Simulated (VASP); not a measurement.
Write the native input for VASP 6.6.1 that does the following.

* Task: single point
* Functional: RPBE
* Dispersion: D4
* Potentials or basis: VASP PAW PBE potentials, release 64 (Ti_sv, C)
* Cutoff: 520 eV
* k mesh: 11 × 11 × 11
* Occupations: fermi-dirac, width 0.05 eV
* Spin: no spin polarisation
* Dipole correction: no
* Further INCAR settings: ALGO = Normal; EDIFF = 1e-06; NBANDS = 15

The structure of TiC lies in POSCAR:

```
TiC
1.0
    0.0000000000      2.1486602516      2.1486602516
    2.1486602516      0.0000000000      2.1486602516
    2.1486602516      2.1486602516      0.0000000000
Ti C
1 1
Direct
    0.0000000000      0.0000000000      0.0000000000
    0.5000000000      0.5000000000      0.5000000000
```

One way to write it, as run:

INCAR

```
SYSTEM = TiC
PREC     = Accurate       ! precision mode
ENCUT    = 520            ! plane-wave cutoff, eV
EDIFF    = 1E-6           ! SCF threshold, eV
ISMEAR   = -1             ! smearing method
SIGMA    = 0.05           ! smearing width, eV
LREAL    = .False.        ! projectors in reciprocal space
LASPH    = .True.         ! aspherical terms in the spheres
NELM     = 100            ! most SCF steps
ALGO     = Normal         ! electronic algorithm
ISIF     = 2              ! what is computed and relaxed
LWAVE    = .False.        ! write WAVECAR
LCHARG   = .False.        ! write CHGCAR
GGA      = RP             ! functional
IVDW     = 13             ! dispersion correction
NBANDS   = 15             ! bands
```

KPOINTS

```
Automatic mesh
0
Gamma
  11 11 11
  0 0 0
```

Potentials or basis: VASP PAW PBE potentials, release 64 (Ti_sv, C).

The run is started by

```bash
$ cat potpaw_PBE.64/Ti_sv/POTCAR potpaw_PBE.64/C/POTCAR > POTCAR
$ mpirun -np 1 vasp_std > vasp.out
```

Results of the run:

```yaml
Pressure: 0.2 GPa
Band_gap_on_the_k_mesh: zero (band 8 reaches 10.53 eV, above the bottom of band 9 at 9.40 eV)
Dispersion_energy_per_atom: -0.585 eV
```

Caveat: the PAW data sets were made with another functional, which shifts forces and pressure a little; pairwise dispersion overbinds metals, which lowers pressure and volume.

Wall time 7 s on 1 thread of Intel(R) Xeon(R) 6975P-C (Granite Rapids) (shared host), peak memory 0.14 GiB.
